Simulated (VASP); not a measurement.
# BeSe2 (P4_2/mcm) in VASP: single point with PBE

Aim: the single point of BeSe2 with PBE.

Program: VASP 6.6.1. These are calculated values, not measurements. Logs are shortened: lines on timing, memory, paths and dates and some standing lists are left out, and cuts for length are marked.

**1. The cell of the first run**

The structure is tetragonal, space group P4_2/mcm (No. 132). Conventional cell: a = 5.002 Å, b = 5.002 Å, c = 4.868 Å, α = 90.00°, β = 90.00°, γ = 90.00°. Within 2.9 Å of Be (site symmetry -42m) lie 4 Se at 2.20 Å and 2 Be at 2.43 Å. Within 2.9 Å of Se (site symmetry m2m) lie 2 Be at 2.20 Å.

The cell was built from a structure type or drawn by symmetry, and may not be a known phase.

**2. Single point, PBE**

Contents of INCAR:

```
SYSTEM = BeSe2
PREC = Accurate ; ENCUT = 600
EDIFF = 1E-6 ; ISMEAR = 0
SIGMA = 0.2 ; LREAL = .False.
LASPH = .True. ; NELM = 120
ALGO = Normal ; ISIF = 2
LWAVE = .False. ; LCHARG = .False.
GGA = PE ; NBANDS = 23
GGA_COMPAT = .False.
```

Contents of KPOINTS:

```
Automatic mesh
0
Gamma
  3 3 4
  0 0 0
```

Contents of POSCAR:

```
BeSe2
1.0
    5.0020312419      0.0000000000      0.0000000000
    0.0000000000      5.0020312419      0.0000000000
    0.0000000000      0.0000000000      4.8681645906
Be Se
2 4
Direct
    0.0000000000      0.0000000000      0.7500000000
    0.0000000000      0.0000000000      0.2500000000
    0.2582740920      0.2582740920      0.0000000000
    0.7417259080      0.7417259080      0.0000000000
    0.2582740920      0.7417259080      0.5000000000
    0.7417259080      0.2582740920      0.5000000000
```

Potentials or basis: VASP PAW PBE potentials, release 64 (Be, Se).

Started as:

```bash
$ cat potpaw_PBE.64/Be/POTCAR potpaw_PBE.64/Se/POTCAR > POTCAR
$ mpirun -np 1 vasp_std > vasp.out
```

OUTCAR:

```text
SYSTEM = BeSe2
   PREC = Accurate
   ENCUT = 600
   EDIFF = 1E-6
   ISMEAR = 0
   LREAL = .False.
   LASPH = .True.
   NELM = 120
   ISIF = 2
   GGA = PE

 ion  position               nearest neighbor table
   1  0.000  0.000  0.750-   3 2.20   4 2.20   5 2.20   6 2.20
   2  0.000  0.000  0.250-   3 2.20   4 2.20   5 2.20   6 2.20
   3  0.258  0.258  0.000-   1 2.20   2 2.20
   4  0.742  0.742  0.000-   1 2.20   2 2.20
   5  0.258  0.742  0.500-   1 2.20   2 2.20
   6  0.742  0.258  0.500-   1 2.20   2 2.20

  LATTYP: Found a simple tetragonal cell.
 ALAT       =     5.0020312419
 C/A-ratio  =     0.9732375419

  Lattice vectors:

 A1 = (   5.0020312419,   0.0000000000,   0.0000000000)
 A2 = (   0.0000000000,   5.0020312419,   0.0000000000)
 A3 = (   0.0000000000,   0.0000000000,   4.8681645906)

Analysis of symmetry for initial positions (statically):
=====================================================================
 Subroutine PRICEL returns:
 Original cell was already a primitive cell.

 Routine SETGRP: Setting up the symmetry group for a
 simple tetragonal supercell.

 Subroutine GETGRP returns: Found 16 space group operations
 (whereof  8 operations were pure point group operations)
 out of a pool of 16 trial point group operations.

The static configuration has the point symmetry D_2h.
 The point group associated with its full space group is D_4h.

Analysis of symmetry for dynamics (positions and initial velocities):
=====================================================================
 Subroutine PRICEL returns:
 Original cell was already a primitive cell.

 Routine SETGRP: Setting up the symmetry group for a
 simple tetragonal supercell.

 Subroutine GETGRP returns: Found 16 space group operations
 (whereof  8 operations were pure point group operations)
 out of a pool of 16 trial point group operations.

The dynamic configuration has the point symmetry D_2h.
 The point group associated with its full space group is D_4h.

 Subroutine INISYM returns: Found 16 space group operations
 (whereof  8 operations are pure point group operations),
 and found     1 'primitive' translations

----------------------------------------------------------------------------------------

                                     Primitive cell

  volume of cell :     121.8030

  direct lattice vectors                    reciprocal lattice vectors
     5.002031242  0.000000000  0.000000000     0.199918783  0.000000000  0.000000000
     0.000000000  5.002031242  0.000000000     0.000000000  0.199918783  0.000000000
     0.000000000  0.000000000  4.868164591     0.000000000  0.000000000  0.205416226

  length of vectors
     5.002031242  5.002031242  4.868164591     0.199918783  0.199918783  0.205416226

  position of ions in fractional coordinates (direct lattice)
     0.000000000  0.000000000  0.750000000
     0.000000000  0.000000000  0.250000000
     0.258274092  0.258274092  0.000000000
     0.741725908  0.741725908  0.000000000
     0.258274092  0.741725908  0.500000000
     0.741725908  0.258274092  0.500000000

  ion indices of the primitive-cell ions
   primitive index   ion index
                 1           1
                 2           2
                 3           3
                 4           4
                 5           5
                 6           6

----------------------------------------------------------------------------------------

 KPOINTS: Automatic mesh

Automatic generation of k-mesh.
 Grid dimensions read from file:
 generate k-points for:    3    3    4

 Generating k-lattice:

  Cartesian coordinates                     Fractional coordinates (reciprocal lattice)
     0.066639594  0.000000000  0.000000000     0.333333333  0.000000000  0.000000000
     0.000000000  0.066639594  0.000000000     0.000000000  0.333333333  0.000000000
     0.000000000  0.000000000  0.051354057     0.000000000  0.000000000  0.250000000

  Length of vectors
     0.066639594  0.066639594  0.051354057

  Shift w.r.t. Gamma in fractional coordinates (k-lattice)
     0.000000000  0.000000000  0.000000000

 Subroutine IBZKPT returns following result:
 ===========================================

 Found      9 irreducible k-points:

 Following reciprocal coordinates:
            Coordinates               Weight
  0.000000  0.000000  0.000000      1.000000
  0.333333  0.000000  0.000000      4.000000
  0.333333  0.333333  0.000000      4.000000
  0.000000  0.000000  0.250000      2.000000
  0.333333  0.000000  0.250000      8.000000
  0.333333  0.333333  0.250000      8.000000
  0.000000  0.000000  0.500000      1.000000
  0.333333  0.000000  0.500000      4.000000
  0.333333  0.333333  0.500000      4.000000
   k-points           NKPTS =      9   k-points in BZ     NKDIM =      9   number of bands    NBANDS=     23
   number of dos      NEDOS =    301   number of ions     NIONS =      6
   total plane-waves  NPLWV =  64000
   dimension x,y,z NGX =    40 NGY =   40 NGZ =   40
   dimension x,y,z NGXF=    80 NGYF=   80 NGZF=   80
   ions per type =               2   4
   NGX,Y,Z   is equivalent  to a cutoff of  13.29, 13.29, 13.66 a.u.
   NGXF,Y,Z  is equivalent  to a cutoff of  26.59, 26.59, 27.32 a.u.
 SYSTEM =  BeSe2
   PREC   = accura    normal or accurate (medium, high low for compatibility)
   ISTART =      0    job   : 0-new  1-cont  2-samecut
   ICHARG =      2    charge: 1-file 2-atom 10-const
   ISPIN  =      1    spin polarized calculation?
   LNONCOLLINEAR =      F non collinear calculations
   LSORBIT =      F    spin-orbit coupling
   LASPH  =      T    aspherical Exc in radial PAW
   ENCUT  =  600.0 eV  44.10 Ry    6.64 a.u.   9.99  9.99  9.72*2*pi/ulx,y,z
   NELM   =    120;   NELMIN=  2; NELMDL= -5     # of ELM steps
   EDIFF  = 0.1E-05   stopping-criterion for ELM
   LREAL  =      F    real-space projection
   EDIFFG = 0.1E-04   stopping-criterion for IOM
   NSW    =      0    number of steps for IOM
   IBRION =     -1    ionic relax: 0-MD 1-quasi-New 2-CG
   NFREE  =      0    steps in history (QN), initial steepest desc. (CG)
   ISIF   =      2    stress and relaxation
   ISYM   =      2    0-nonsym 1-usesym 2-fastsym
   POTIM  = 0.5000    time-step for ionic-motion
   TEBEG  =    0.0;   TEEND  =   0.0 temperature during run
   PSTRESS=    0.0 pullay stress
   NELECT =      28.0000    total number of electrons
   NUPDOWN=      -1.0000    fix difference up-down
   EMIN   =  10.00;   EMAX   =-10.00  energy-range for DOS
   EFERMI =   0.00;   METHOD = LEGACY
   ISMEAR =     0;   SIGMA  =   0.20  broadening in eV -4-tet -1-fermi 0-gaus
   EFERMI_NEDOS =   21; number of points for ismear=-14 and -15
   IALGO  =     38    algorithm
   IMIX   =      4    mixing-type and parameters
     AMIX     =   0.40;   BMIX     =  1.00
     AMIX_MAG =   1.60;   BMIX_MAG =  1.00
  volume/ion in A,a.u.               =      20.30       136.99
  Fermi-wavevector in a.u.,A,eV,Ry     =   1.002863  1.895136 13.683837  1.005734
  Thomas-Fermi vector in A             =   2.135377
   LORBIT       =      0    0 simple, 1 ext, 2 COOP (PROOUT), +10 PAW based schemes
   GGA     = PE    functional components
   LHFCALC =     F    Hartree Fock is set to
   AEXX    =    0.0000 exact exchange contribution
   IVDW    =     0    specifies the selected vdW correction
   LEPSILON=     F    determine dielectric tensor
   LRPA    =     F    only Hartree local field effects (RPA)
 non-spin polarized calculation
 Gauss-broadening in eV      SIGMA  =   0.20
  energy-cutoff  :      600.00
  volume of cell :      121.80
 maximum number of plane-waves:      4104
 NGX is ok and might be reduce to    40
   NGX = 19   NGY = 19   NGZ = 19

 number of electron      28.0000003 magnetization

 Free energy of the ion-electron system (eV)
  ---------------------------------------------------
  ext. energy  EPLUGINS =         0.00000000
  ---------------------------------------------------
  free energy    TOTEN  =       -21.81766288 eV

  energy without entropy =      -21.72774747  energy(sigma->0) =      -21.77270517

 E-fermi :   2.7369     XC(G=0):  -9.3699

 val. band max:        2.7200193311   @ k =   0.3333   0.3333   0.0000
 cond. band min:       2.8301109608   @ k =   0.3333   0.3333   0.2500
 fundamental gap:      0.1100916297
 Fermi energy:         2.7368945437

 k-point     1 :       0.0000    0.0000    0.0000
  band No.  band energies     occupation
      1     -11.1103      2.00000
      2      -9.0702      2.00000
      3      -9.0702      2.00000
      4      -8.9858      2.00000
      5      -2.4970      2.00000
      6      -1.6158      2.00000
[... 15 lines left out ...]
     22       9.2154      0.00000
     23       9.4788      0.00000

 k-point     2 :       0.3333    0.0000    0.0000
  band No.  band energies     occupation
      1     -10.7248      2.00000
      2      -9.7084      2.00000
      3      -9.0240      2.00000
      4      -8.9800      2.00000
      5      -1.7111      2.00000
      6      -1.1474      2.00000
[... 15 lines left out ...]
     22       9.7257      0.00000
     23      10.8715      0.00000

 k-point     3 :       0.3333    0.3333    0.0000
  band No.  band energies     occupation
      1     -10.3851      2.00000
      2      -9.5668      2.00000
      3      -9.4612      2.00000
      4      -9.1394      2.00000
      5      -1.7534      2.00000
      6      -1.3159      2.00000
[... 15 lines left out ...]
     22      10.8897      0.00000
     23      11.0166      0.00000

 k-point     4 :       0.0000    0.0000    0.2500
  band No.  band energies     occupation
      1     -10.8717      2.00000
      2      -9.4040      2.00000
      3      -9.0465      2.00000
      4      -9.0465      2.00000
      5      -2.2365      2.00000
      6      -0.9904      2.00000
[... 15 lines left out ...]
     22      10.5632      0.00000
     23      10.8250      0.00000

 k-point     5 :       0.3333    0.0000    0.2500
  band No.  band energies     occupation
      1     -10.5129      2.00000
      2      -9.5914      2.00000
      3      -9.2934      2.00000
      4      -9.0984      2.00000
      5      -1.5968      2.00000
      6      -1.2347      2.00000
[... 15 lines left out ...]
     22      10.2546      0.00000
     23      10.6212      0.00000

 k-point     6 :       0.3333    0.3333    0.2500
  band No.  band energies     occupation
      1     -10.2118      2.00000
      2      -9.5294      2.00000
      3      -9.4219      2.00000
      4      -9.3200      2.00000
      5      -2.2653      2.00000
      6      -1.9685      2.00000
[... 15 lines left out ...]
     22      10.4576      0.00000
     23      11.0459      0.00000

 k-point     7 :       0.0000    0.0000    0.5000
  band No.  band energies     occupation
      1     -10.2197      2.00000
      2     -10.2197      2.00000
      3      -9.0224      2.00000
      4      -9.0224      2.00000
      5      -1.5217      2.00000
      6      -1.5217      2.00000
[... 15 lines left out ...]
     22      10.2588      0.00000
     23      11.5245      0.00000

 k-point     8 :       0.3333    0.0000    0.5000
  band No.  band energies     occupation
      1      -9.9504      2.00000
      2      -9.9504      2.00000
      3      -9.3257      2.00000
      4      -9.3257      2.00000
      5      -1.5014      2.00000
      6      -1.5014      2.00000
[... 15 lines left out ...]
     22      10.4834      0.00000
     23      11.6374      0.00000

 k-point     9 :       0.3333    0.3333    0.5000
  band No.  band energies     occupation
      1      -9.8161      2.00000
      2      -9.7352      2.00000
      3      -9.4817      2.00000
      4      -9.3813      2.00000
      5      -2.6041      2.00000
      6      -2.1498      2.00000
[... 15 lines left out ...]
     22      10.0362      0.00000
     23      10.4685      0.00000

------------------------ aborting loop because EDIFF is reached ----------------------------------------

  FORCE on cell =-STRESS in cart. coord.  units (eV):
  Direction    XX          YY          ZZ          XY          YZ          ZX
  --------------------------------------------------------------------------------------
  -------------------------------------------------------------------------------------
  Total       -0.0966231     -0.0966231      0.5017003      0.0000000      0.0000000      0.0000000
  in kB       -1.2709647     -1.2709647      6.5992845      0.0000000      0.0000000      0.0000000
  external PRESSURE =       1.3524517 kB  Pullay stress =       0.0000000 kB

 VOLUME and BASIS-vectors are now :
 -----------------------------------------------------------------------------
  energy-cutoff  :      600.00
  volume of cell :      121.80
      direct lattice vectors                 reciprocal lattice vectors
     5.002031242  0.000000000  0.000000000     0.199918783  0.000000000  0.000000000
     0.000000000  5.002031242  0.000000000     0.000000000  0.199918783  0.000000000
     0.000000000  0.000000000  4.868164591     0.000000000  0.000000000  0.205416226

 POSITION                                       TOTAL-FORCE (eV/Angst)
 -----------------------------------------------------------------------------------
      0.00000      0.00000      3.65112         0.000000      0.000000      0.000000
      0.00000      0.00000      1.21704         0.000000      0.000000     -0.000000
      1.29190      1.29190      0.00000        -0.044194     -0.044194      0.000000
      3.71014      3.71014      0.00000         0.044194      0.044194     -0.000000
      1.29190      3.71014      2.43408        -0.044194      0.044194     -0.000000
      3.71014      1.29190      2.43408         0.044194     -0.044194      0.000000
 -----------------------------------------------------------------------------------
    total drift:                                0.000000     -0.000000     -0.000000

  FREE ENERGIE OF THE ION-ELECTRON SYSTEM (eV)
  ---------------------------------------------------
  free  energy   TOTEN  =       -21.8176628816 eV

  energy  without entropy=      -21.7277474658  energy(sigma->0) =      -21.77270517
```

It took 18 s on 1 thread of AMD EPYC 9R45 (Zen 5), shared host; peak memory 0.2 GiB.

What came out:

- Free energy: -21.8177 eV
- Pressure: 0.1 GPa
- Largest force: 0.062 eV/Å
- Band gap on the k mesh: zero (bands 14 and 15 overlap by 1.10 eV)

Forces in eV/Å, atoms in the order of the input:
```
Be   0.000  0.000  0.000
Be   0.000  0.000  0.000
Se  -0.044 -0.044  0.000
Se   0.044  0.044  0.000
Se  -0.044  0.044  0.000
Se   0.044 -0.044  0.000
```

Stress tensor (GPa, compression positive):
```
-0.13  0.00  0.00
 0.00 -0.13  0.00
 0.00  0.00  0.66
```

Levels at points of the mesh, in eV from the Fermi level:
```tsv
k point	band 10	band 11	band 12	band 13	band 14	band 15	band 16	band 17	band 18	band 19
(0.00, 0.00, 0.00)	-1.90	-1.72	-1.72	-0.36	1.04	1.10	1.10	3.69	4.04	4.04
(0.00, 0.00, 0.50)	-2.39	-2.02	-2.02	-1.16	-1.16	-0.04	-0.04	5.09	5.09	7.26
```

Caveat: the k points lie up to 0.42 Å⁻¹ apart, too coarse for converged energies and pressures of a metal.
